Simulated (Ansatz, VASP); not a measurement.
## BN in VASP and in Ansatz

```
B N
1.0
     0.00000    1.78637    1.78637
     1.78637    0.00000    1.78637
     1.78637    1.78637    0.00000
B N
1 1
Direct
  0.00000 0.00000 0.00000
  0.25000 0.25000 0.25000
```

Change from the starting cell: strained cell.

Alike in both runs: task relaxation of the atoms; functional r2SCAN; k mesh 10 × 10 × 10; occupations gaussian, width 0.02 eV; no spin polarisation.

|  | VASP | Ansatz |
| --- | --- | --- |
| version | VASP 6.6.1 | Ansatz 0.2.0 |
| potentials or method | VASP PAW PBE potentials, release 64 (B, N), cutoff 580 eV | scalar-relativistic, plane waves, PAW |
| valence electrons in the cell | 8 | 8 |

```tsv
	VASP	Ansatz	Ansatz less VASP
gap on the k mesh at the Fermi level, each at its own relaxed structure (eV)	5.02	5.03	+0.013
```

VASP's potentials were made for PBE, not for r2SCAN. Ansatz's warnings: stress scf threshold loose.

Noted on VASP's run: the relaxation stopped at its first step, so nothing moved.
